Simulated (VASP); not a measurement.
Wanted: the native input for a VASP 6.6.1 run.

| Quantity | Value |
| --- | --- |
| Task | single point |
| Functional | LDA |
| Potentials or basis | VASP PAW LDA potentials, release 64 (Ir) |
| Cutoff | 500 eV |
| k mesh | 10 × 10 × 10 |
| Occupations | fermi-dirac, width 0.05 eV |
| Spin | no spin polarisation |
| Dipole correction | no |
| Further INCAR settings | ALGO = Normal; EDIFF = 1e-06; NBANDS = 10 |

The structure of Ir lies in POSCAR:

```
Ir
1.0
    1.5246919878      1.5246919878      1.5246919878
   -1.5246919878      1.5246919878      1.5246919878
   -1.5246919878     -1.5246919878      1.5246919878
Ir
1
Direct
    0.0000000000      0.0000000000      0.0000000000
```

One way to write it, as run:

INCAR

```
  PREC = Accurate
  ENCUT = 500
  EDIFF = 1E-6
  ISMEAR = -1
  SIGMA = 0.05
  LREAL = False
  LASPH = True
  NELM = 120
  ALGO = Normal
  ISIF = 2
  LWAVE = False
  LCHARG = True
  LELF = True
  LVHAR = True
  NBANDS = 10
  GGA_COMPAT = False
```

KPOINTS

```
regular mesh
0
Gamma
  10 10 10
```

Potentials or basis: VASP PAW LDA potentials, release 64 (Ir).

Command:

```sh
$ cat potpaw_LDA.64/Ir/POTCAR > POTCAR
$ mpirun -np 1 vasp_std > vasp.out
```

It gave:

```json
{
  "Pressure": "6.1 GPa"
}
```

Run time: 3.7 s on 1 thread of Intel(R) Xeon(R) Platinum 8559C (Emerald Rapids), with other jobs on the host, peak memory 0.12 GiB.
